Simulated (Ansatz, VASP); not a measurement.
# Na4H in VASP and in Ansatz

```
Na H
1.0
     7.26651    0.00000    0.00000
    -2.42217    6.85093    0.00000
     0.00000    0.00000   20.96654
Na H
8 2
Cartesian
  1.2111 1.7127 4.0000
  0.0000 5.1382 4.0000
  4.8443 1.7127 4.0000
  3.6333 5.1382 4.0000
  0.0000 0.0000 6.9665
  -1.2111 3.4255 6.9665
  3.6333 0.0000 6.9665
  2.4222 3.4255 6.9665
  -2.1416 5.1382 7.4165
  -1.4916 5.1382 7.4165
```

Alike in both runs: task single point; functional PBE; k mesh 4 × 4 × 1; occupations gaussian, width 0.1 eV; no spin polarisation.

|  | VASP | Ansatz |
| --- | --- | --- |
| version | VASP 6.6.1 | Ansatz 0.2.0 |
| potentials or method | VASP PAW PBE potentials, release 64 (Na_pv, H), cutoff 520 eV | scalar-relativistic, plane waves, PAW |
| valence electrons in the cell | 58 | 74 |

|  | VASP | Ansatz | Ansatz less VASP |
| --- | --- | --- | --- |
| gap on the k mesh at the Fermi level (eV) | none | none | - |
| rms of the force components (eV/Å) | 1.455 | 1.444 | -0.0105 |

Atom by atom the forces differ by 0.011 eV/Å (rms over components). A gap of «none» marks a metal or a gap that the smearing closes. With one functional, cell and mesh, what is left measures potentials, basis and numerics. VASP's potentials hold 58 valence electrons a cell and Ansatz's 74, so a difference there can come from the potentials and not from the codes.
